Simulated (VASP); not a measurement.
# Al13Ga3As16 (P1) in VASP: settings compared

Aim: see how the results for Al13Ga3As16 move with the level of theory and the settings. Levels: PBEsol, r2SCAN. Tasks: single point.

All numbers are computed with VASP 6.6.1; they aren't measurements. Logs are shortened: lines on timing, memory, paths and dates and some standing lists are left out, and cuts for length are marked.

**1. The cell of the first run**

The typed cell holds 96 atoms: a = 11.988 Å, b = 13.864 Å, c = 13.165 Å, α = 90.00°, β = 90.00°, γ = 90.00°.

**2. Single point, PBEsol**

The input, INCAR:

```
PREC = Accurate
ENCUT = 500
EDIFF = 1E-6
ISMEAR = -1
SIGMA = 0.05
LREAL = Auto
LASPH = T
NELM = 120
ALGO = Normal
ISIF = 2
LWAVE = F
LCHARG = F
GGA = PS
ISYM = -1
NBANDS = 291
GGA_COMPAT = F
```

The input, KPOINTS:

```
explicit points
1
Reciprocal
  0.25000000   0.25000000   0.25000000 1
```

The input, POSCAR:

```
Al13Ga3As16
1.0
   11.9879515512      0.0000000007      0.0000000000
    0.0000009995     13.8644074822      0.0000000000
    0.0000000000      0.0000000000     13.1652211545
Al Ga As
39 9 48
Direct
    0.0003260000      0.1664880000      0.9996870000
    0.3336000000      0.1663330000      0.9996040000
    0.3339360000      0.1663720000      0.4999180000
    0.1667810000      0.4162900000      0.9998600000
    0.1667540000      0.4162070000      0.5000780000
    0.0001210000      0.6665920000      0.9997030000
    0.0002380000      0.6663940000      0.5001040000
    0.6669500000      0.1665030000      0.9998430000
    0.6672910000      0.1665590000      0.5000900000
    0.5001530000      0.4164510000      0.9996520000
    0.5001370000      0.4166750000      0.4995700000
    0.3332580000      0.6665720000      0.9997490000
    0.3331560000      0.6665420000      0.4998000000
    0.1667800000      0.9166700000      0.9996460000
    0.8334290000      0.4165300000      0.9998220000
    0.6668010000      0.6664960000      0.9996970000
    0.6667510000      0.6661870000      0.4998280000
    0.5002590000      0.9162280000      0.9999200000
    0.5000090000      0.9166880000      0.4998990000
    0.8334110000      0.9164150000      0.0000310000
    0.9995360000      0.3330970000      0.2500160000
    0.0000990000      0.3333110000      0.7496550000
    0.4998570000      0.0833210000      0.2496810000
    0.4999210000      0.0833120000      0.7501130000
    0.3329420000      0.3334140000      0.2496610000
    0.3332340000      0.3333910000      0.7499730000
    0.1663750000      0.5832760000      0.2497950000
    0.1667220000      0.5833280000      0.7500670000
    0.9996970000      0.8338480000      0.2499900000
    0.9998140000      0.8337340000      0.7496130000
    0.8330880000      0.0832120000      0.2499450000
    0.8330050000      0.0831850000      0.7498390000
    0.6665100000      0.3338440000      0.2499680000
    0.6664850000      0.3336600000      0.7497360000
    0.3331480000      0.8333830000      0.2499990000
    0.3333760000      0.8333260000      0.7497190000
    0.8332510000      0.5835150000      0.2501010000
    0.8333250000      0.5834460000      0.7497040000
    0.6662030000      0.8329700000      0.7498550000
    0.0002770000      0.1659590000      0.5004330000
    0.1665690000      0.9168110000      0.4999640000
    0.8336140000      0.4162780000      0.5002740000
    0.8335930000      0.9164240000      0.5000970000
    0.1663160000      0.0833830000      0.2503210000
    0.1666190000      0.0833930000      0.7497230000
    0.4996530000      0.5833880000      0.2500730000
    0.4997200000      0.5831970000      0.7504190000
    0.6663430000      0.8332230000      0.2504220000
    0.0000830000      0.1664720000      0.1870020000
    0.0000660000      0.1664780000      0.6873450000
    0.3331160000      0.1666310000      0.1868620000
    0.3334080000      0.1667040000      0.6870810000
    0.1662160000      0.4166390000      0.1869790000
    0.1667590000      0.4168030000      0.6870860000
    0.0000000000      0.6671690000      0.1869010000
    0.0002700000      0.6669960000      0.6870990000
    0.6665840000      0.1671390000      0.1870100000
    0.6665440000      0.1669540000      0.6870540000
    0.4998640000      0.4169860000      0.1869080000
    0.4999160000      0.4169540000      0.6868020000
    0.3332140000      0.6667290000      0.1869870000
    0.3334700000      0.6666300000      0.6870070000
    0.1667560000      0.9171120000      0.1869110000
    0.1667690000      0.9169850000      0.6868870000
    0.8333030000      0.4169310000      0.1869670000
    0.8334880000      0.4167410000      0.6871270000
    0.6664360000      0.6667240000      0.1871210000
    0.6663120000      0.6663730000      0.6870280000
    0.5001070000      0.9165870000      0.1871050000
    0.5000640000      0.9168210000      0.6869930000
    0.8327900000      0.9165110000      0.1871800000
    0.8328460000      0.9165200000      0.6870000000
    0.1666130000      0.0831980000      0.4372420000
    0.1667730000      0.0831120000      0.9368720000
    0.9998250000      0.3325630000      0.4373600000
    0.9999350000      0.3330630000      0.9368800000
    0.5004840000      0.0830960000      0.4367990000
    0.5002570000      0.0828210000      0.9371850000
    0.3333160000      0.3328320000      0.4368160000
    0.3333540000      0.3329350000      0.9370490000
    0.1664800000      0.5827580000      0.4369280000
    0.1665750000      0.5828900000      0.9371530000
    0.9999070000      0.8330790000      0.4372300000
    0.9999260000      0.8331460000      0.9368840000
    0.8335400000      0.0827930000      0.4372470000
    0.8334700000      0.0829440000      0.9370790000
    0.6669710000      0.3331660000      0.4371440000
    0.6667650000      0.3330430000      0.9368650000
    0.4997030000      0.5832960000      0.4369520000
    0.4998150000      0.5830760000      0.9372890000
    0.3330010000      0.8331980000      0.4370480000
    0.3332020000      0.8331670000      0.9368900000
    0.8335280000      0.5828780000      0.4372230000
    0.8333520000      0.5829900000      0.9369110000
    0.6667380000      0.8330250000      0.4373310000
    0.6667890000      0.8329920000      0.9370380000
```

Potentials or basis: VASP PAW PBE potentials, release 64 (Al, Ga_d, As).

The run is started by

```sh
> cat potpaw_PBE.64/Al/POTCAR potpaw_PBE.64/Ga_d/POTCAR potpaw_PBE.64/As/POTCAR > POTCAR
> mpirun -np 1 vasp_std > vasp.out
```

OUTCAR:

```text
PREC = Accurate
   ENCUT = 500
   EDIFF = 1E-6
   ISMEAR = -1
   LREAL = Auto
   LASPH = T
   NELM = 120
   ISIF = 2
   GGA = PS
   ISYM = -1

 ion  position               nearest neighbor table
   1  0.000  0.166  1.000-  74 2.45  76 2.45  86 2.45  49 2.47
   2  0.334  0.166  1.000-  78 2.45  74 2.45  80 2.45  51 2.47
   3  0.334  0.166  0.500-  77 2.45  79 2.45  73 2.46  52 2.46
   4  0.167  0.416  1.000-  80 2.45  82 2.45  76 2.45  53 2.46
   5  0.167  0.416  0.500-  79 2.45  81 2.45  75 2.46  54 2.46
   6  0.000  0.667  1.000-  82 2.45  84 2.45  94 2.45  55 2.46
[... 88 lines left out ...]
  95  0.667  0.833  0.437-  19 2.45  43 2.45  17 2.46  48 2.46
  96  0.667  0.833  0.937-  18 2.45  16 2.45  20 2.45  39 2.46

IMPORTANT INFORMATION: All symmetrisations will be switched off!
NOSYMM: (Re-)initialisation of all symmetry stuff for point group C_1.

----------------------------------------------------------------------------------------

                                     Primitive cell

  volume of cell :    2188.1367

  direct lattice vectors                    reciprocal lattice vectors
    11.987951551  0.000000001  0.000000000     0.083417087 -0.000000006  0.000000000
     0.000000999 13.864407482  0.000000000    -0.000000000  0.072127136  0.000000000
     0.000000000  0.000000000 13.165221154     0.000000000  0.000000000  0.075957706

  length of vectors
    11.987951551 13.864407482 13.165221154     0.083417087  0.072127136  0.075957706

  position of ions in fractional coordinates (direct lattice)
     0.000326000  0.166488000  0.999687000
     0.333600000  0.166333000  0.999604000
     0.333936000  0.166372000  0.499918000
     0.166781000  0.416290000  0.999860000
     0.166754000  0.416207000  0.500078000
     0.000121000  0.666592000  0.999703000
[... 88 lines left out ...]
     0.666738000  0.833025000  0.437331000
     0.666789000  0.832992000  0.937038000

  ion indices of the primitive-cell ions
   primitive index   ion index
                 1           1
                 2           2
                 3           3
                 4           4
                 5           5
                 6           6
[... 88 lines left out ...]
                95          95
                96          96

----------------------------------------------------------------------------------------

 KPOINTS: explicit points

Read explicit list of k-points.

 Found      1 k-points:

 Following reciprocal coordinates:
            Coordinates               Weight
  0.250000  0.250000  0.250000      1.000000
   k-points           NKPTS =      1   k-points in BZ     NKDIM =      1   number of bands    NBANDS=    291
   number of dos      NEDOS =    301   number of ions     NIONS =     96
   total plane-waves  NPLWV = 933120
   dimension x,y,z NGX =    90 NGY =  108 NGZ =   96
   dimension x,y,z NGXF=   180 NGYF=  216 NGZF=  192
   ions per type =              39   9  48
   NGX,Y,Z   is equivalent  to a cutoff of  12.48, 12.95, 12.12 a.u.
   NGXF,Y,Z  is equivalent  to a cutoff of  24.96, 25.90, 24.25 a.u.
 SYSTEM =  unknown system
   PREC   = accura    normal or accurate (medium, high low for compatibility)
   ISTART =      0    job   : 0-new  1-cont  2-samecut
   ICHARG =      2    charge: 1-file 2-atom 10-const
   ISPIN  =      1    spin polarized calculation?
   LNONCOLLINEAR =      F non collinear calculations
   LSORBIT =      F    spin-orbit coupling
   LASPH  =      T    aspherical Exc in radial PAW
   ENCUT  =  500.0 eV  36.75 Ry    6.06 a.u.  21.86 25.28 24.00*2*pi/ulx,y,z
   NELM   =    120;   NELMIN=  2; NELMDL= -5     # of ELM steps
   EDIFF  = 0.1E-05   stopping-criterion for ELM
   LREAL  =      T    real-space projection
   EDIFFG = 0.1E-04   stopping-criterion for IOM
   NSW    =      0    number of steps for IOM
   IBRION =     -1    ionic relax: 0-MD 1-quasi-New 2-CG
   NFREE  =      0    steps in history (QN), initial steepest desc. (CG)
   ISIF   =      2    stress and relaxation
   ISYM   =     -1    0-nonsym 1-usesym 2-fastsym
   POTIM  = 0.5000    time-step for ionic-motion
   TEBEG  =    0.0;   TEEND  =   0.0 temperature during run
   PSTRESS=    0.0 pullay stress
   NELECT =     474.0000    total number of electrons
   NUPDOWN=      -1.0000    fix difference up-down
   EMIN   =  10.00;   EMAX   =-10.00  energy-range for DOS
   EFERMI =   0.00;   METHOD = LEGACY
   ISMEAR =    -1;   SIGMA  =   0.05  broadening in eV -4-tet -1-fermi 0-gaus
   EFERMI_NEDOS =   21; number of points for ismear=-14 and -15
   IALGO  =     38    algorithm
   IMIX   =      4    mixing-type and parameters
     AMIX     =   0.40;   BMIX     =  1.00
     AMIX_MAG =   1.60;   BMIX_MAG =  1.00
  volume/ion in A,a.u.               =      22.79       153.82
  Fermi-wavevector in a.u.,A,eV,Ry     =   0.983202  1.857983 13.152566  0.966686
  Thomas-Fermi vector in A             =   2.114342
   LORBIT       =      0    0 simple, 1 ext, 2 COOP (PROOUT), +10 PAW based schemes
   GGA     = PS    functional components
   LHFCALC =     F    Hartree Fock is set to
   AEXX    =    0.0000 exact exchange contribution
   IVDW    =     0    specifies the selected vdW correction
   LEPSILON=     F    determine dielectric tensor
   LRPA    =     F    only Hartree local field effects (RPA)
 non-spin polarized calculation
  energy-cutoff  :      500.00
  volume of cell :     2188.14
 maximum number of plane-waves:     55544
 NGX is ok and might be reduce to    90
   NGX = 43   NGY = 51   NGZ = 49

 number of electron     474.0000067 magnetization

 Free energy of the ion-electron system (eV)
  ---------------------------------------------------
  ext. energy  EPLUGINS =         0.00000000
  ---------------------------------------------------
  free energy    TOTEN  =      -473.82995251 eV

  energy without entropy =     -473.82995233  energy(sigma->0) =     -473.82995242

 E-fermi :   4.5422     XC(G=0):  -9.2747

 val. band max:        3.6981415691   @ k =   0.2500   0.2500   0.2500
 cond. band min:       5.3929250692   @ k =   0.2500   0.2500   0.2500
 fundamental gap:      1.6947835001
 Fermi energy:         4.5422325741

 k-point     1 :       0.2500    0.2500    0.2500
  band No.  band energies     occupation
      1     -10.7461      2.00000
      2     -10.7272      2.00000
      3     -10.7253      2.00000
      4     -10.7220      2.00000
      5     -10.7178      2.00000
      6     -10.7140      2.00000
[... 241 lines left out ...]
    248       6.0777      0.00000
    249       6.1599      0.00000
 [bands above 249 left out]

------------------------ aborting loop because EDIFF is reached ----------------------------------------

  FORCE on cell =-STRESS in cart. coord.  units (eV):
  Direction    XX          YY          ZZ          XY          YZ          ZX
  --------------------------------------------------------------------------------------
  -------------------------------------------------------------------------------------
  Total        3.9798014      4.2632805      4.0436315      0.8624746     -0.1386565      0.6126429
  in kB        2.9140536      3.1216200      2.9607907      0.6315132     -0.1015258      0.4485838
  external PRESSURE =       2.9988214 kB  Pullay stress =       0.0000000 kB

 VOLUME and BASIS-vectors are now :
 -----------------------------------------------------------------------------
  energy-cutoff  :      500.00
  volume of cell :     2188.14
      direct lattice vectors                 reciprocal lattice vectors
    11.987951551  0.000000001  0.000000000     0.083417087 -0.000000006  0.000000000
     0.000000999 13.864407482  0.000000000    -0.000000000  0.072127136  0.000000000
     0.000000000  0.000000000 13.165221154     0.000000000  0.000000000  0.075957706

 POSITION                                       TOTAL-FORCE (eV/Angst)
 -----------------------------------------------------------------------------------
      0.00391      2.30826     13.16110         0.001366      0.000661      0.004767
      3.99918      2.30611     13.16001         0.002273     -0.000292      0.005468
      4.00321      2.30665      6.58153        -0.003004      0.003893     -0.001132
      1.99936      5.77161     13.16338         0.001227      0.007734      0.007255
      1.99904      5.77046      6.58364         0.005507      0.005037      0.000080
      0.00145      9.24190     13.16131        -0.001063     -0.002589      0.006299
[... 88 lines left out ...]
      7.99282     11.54940      5.75756        -0.002347     -0.004193     -0.008564
      7.99344     11.54894     12.33631        -0.002078     -0.001194     -0.008558
 -----------------------------------------------------------------------------------
    total drift:                                0.001989      0.013265      0.012500

  FREE ENERGIE OF THE ION-ELECTRON SYSTEM (eV)
  ---------------------------------------------------
  free  energy   TOTEN  =      -473.8299525061 eV

  energy  without entropy=     -473.8299523319  energy(sigma->0) =     -473.82995242
```

It took 15 min on 1 thread of Intel Xeon 6975P-C (Granite Rapids), shared host; peak memory 1.9 GiB.

What came out:

```
Free energy            : -473.8300 eV
Pressure               : 0.3 GPa
Largest force          : 0.023 eV/Å
Band gap on the k mesh : 1.69 eV
```

Forces on the atoms (eV/Å):
```
Al   0.001  0.001  0.005
Al   0.002  0.000  0.005
Al  -0.003  0.004 -0.001
Al   0.001  0.008  0.007
Al   0.006  0.005  0.000
Al  -0.001 -0.003  0.006
Al   0.004  0.003  0.000
Al   0.001  0.004  0.003
Al   0.003 -0.001 -0.003
Al   0.004  0.007  0.006
Al   0.012  0.000  0.006
Al   0.005  0.001  0.004
Al  -0.002 -0.004  0.002
Al  -0.004  0.001  0.002
Al   0.005  0.000  0.003
Al  -0.004  0.002  0.010
Al   0.013  0.002 -0.007
Al   0.001  0.002  0.006
Al   0.012  0.003  0.002
Al  -0.003  0.001  0.000
Al   0.002  0.001  0.008
Al   0.003 -0.001  0.011
Al   0.001 -0.006  0.007
Al  -0.010 -0.007  0.002
Al  -0.009  0.000  0.007
Al  -0.010  0.003  0.001
Al  -0.002 -0.005  0.003
Al  -0.009 -0.007  0.005
Al  -0.002 -0.006  0.001
Al  -0.012 -0.002  0.006
Al  -0.004 -0.013  0.006
Al  -0.006 -0.012  0.003
Al   0.007 -0.009  0.002
Al  -0.003 -0.005  0.003
Al   0.007  0.001 -0.004
Al   0.001  0.010  0.005
Al  -0.004 -0.003 -0.002
Al  -0.011 -0.002  0.011
Al  -0.008  0.005  0.004
Ga  -0.015  0.005  0.001
Ga  -0.014  0.013  0.005
Ga   0.015  0.007  0.001
Ga   0.017  0.012  0.000
Ga   0.000  0.002  0.007
Ga  -0.005 -0.006  0.018
Ga   0.004  0.022 -0.001
Ga  -0.006  0.003  0.001
Ga  -0.011 -0.016  0.007
As   0.006 -0.004 -0.007
As   0.010 -0.004 -0.019
As  -0.003 -0.006 -0.003
As   0.003  0.001 -0.007
As   0.006  0.001 -0.002
As   0.004  0.002 -0.004
As   0.002  0.006 -0.005
As   0.007  0.002 -0.007
As   0.000  0.005 -0.005
As   0.004  0.009  0.001
As   0.001  0.002 -0.003
As   0.001  0.005  0.002
As   0.011 -0.004  0.001
As   0.009 -0.003  0.001
As  -0.003  0.006 -0.001
As   0.007  0.004 -0.004
As   0.001 -0.001  0.000
As  -0.003  0.000 -0.012
As  -0.006  0.009  0.000
As   0.001 -0.002 -0.002
As   0.005 -0.005  0.001
As  -0.001  0.001 -0.002
As   0.003  0.007 -0.007
As   0.011  0.004 -0.009
As   0.003 -0.017  0.005
As  -0.004 -0.003 -0.017
As  -0.016 -0.009 -0.004
As  -0.004 -0.006 -0.004
As  -0.003  0.002 -0.001
As  -0.005  0.004 -0.005
As  -0.005 -0.002 -0.003
As  -0.001  0.001 -0.004
As   0.001  0.001  0.000
As   0.001 -0.002 -0.004
As  -0.006  0.008  0.004
As   0.005  0.005 -0.007
As   0.008 -0.004  0.003
As   0.000 -0.005 -0.005
As  -0.008  0.003 -0.006
As  -0.003 -0.001  0.000
As  -0.001 -0.001 -0.006
As   0.006 -0.004 -0.008
As  -0.007  0.001  0.002
As   0.005 -0.007 -0.004
As  -0.004 -0.016  0.002
As   0.001  0.001 -0.005
As  -0.002 -0.004 -0.009
As  -0.002 -0.001 -0.009
```

Stress tensor (GPa, compression positive):
```
 0.29  0.06  0.04
 0.06  0.31 -0.01
 0.04 -0.01  0.30
```

Levels at points of the mesh, in eV from the valence-band top:
```
           k point  band 235  band 236  band 237  band 238  band 239  band 240
(0.25, 0.25, 0.25)     -0.36     -0.18      0.00      1.69      1.80      1.85
```

Caveat: the PAW data sets were made with another functional, which shifts forces and pressure a little; a shifted mesh leaves out Γ, where band edges can lie. A k mesh can miss the band edges.

(Continued in part 2 of 3.)
